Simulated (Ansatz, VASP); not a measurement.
**Au: VASP beside Ansatz**

```
Au
1.0
     0.00000    2.07629    2.07629
     2.07629    0.00000    2.07629
     2.07629    2.07629    0.00000
Au
1
Cartesian
  0.0000 0.0000 0.0000
```

Alike in both runs: task single point; functional BLYP; k mesh 21 × 21 × 21; occupations fermi-dirac, width 0.1 eV; no spin polarisation.

|  | VASP | Ansatz |
| --- | --- | --- |
| version | VASP 6.6.1 | Ansatz 0.2.0 |
| potentials or method | VASP PAW PBE potentials, release 64 (Au), cutoff 520 eV | plane waves (420 eV) with PAW, scalar-relativistic |
| valence electrons in the cell | 11 | 19 |

|  | VASP | Ansatz | Ansatz less VASP |
| --- | --- | --- | --- |
| pressure (GPa) | 11.6 | 10.9 | -0.65 |

VASP's potentials were made for PBE, not for BLYP. VASP's potentials hold 11 valence electrons a cell and Ansatz's 19, so a difference there can come from the potentials and not from the codes.

Neither program's run includes spin-orbit coupling.
